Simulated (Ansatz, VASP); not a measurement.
# One calculation of Ge, two programs

```
Ge
1.0
     4.02406    0.00000    0.00000
    -2.01203    3.48494    0.00000
     0.00000    0.00000    6.64308
Ge
4
Direct
  0.66667 0.33333 0.06290
  0.33333 0.66667 0.56290
  0.66667 0.33333 0.43710
  0.33333 0.66667 0.93710
```

Change from the starting cell: volume scaled by 1.02, PAW files.

Alike in both runs: task electric field gradients; functional PBEsol; k mesh 11 × 11 × 6; occupations fermi-dirac, width 0.05 eV; no spin polarisation.

```csv
,VASP,Ansatz
version,VASP 6.6.1,Ansatz 0.2.0
potentials or method,"VASP PAW PBE potentials, release 64 (Ge_d)","PAW with Ansatz's default frozen-core files, scalar-relativistic"
plane-wave cutoff (eV),520,420
valence electrons in the cell,56,56
```

Ansatz gave:

- pressure (GPa): -1.3
- traceless stress, the component that is largest in VASP (GPa): -0.09
- rms of the force components (eV/Å): 0.004
- size of Vzz on the site where it differs most (V/Å²): 7.3

Q: What did VASP give for the same quantities?

A: Pressure (GPa): -1.4; traceless stress, the component that is largest in VASP (GPa): -0.08; rms of the force components (eV/Å): 0.003; size of Vzz on the site where it differs most (V/Å²): 7.3.

VASP's potentials were made for PBE, not for PBEsol. Atom by atom the forces differ by 0.000 eV/Å (rms over components).
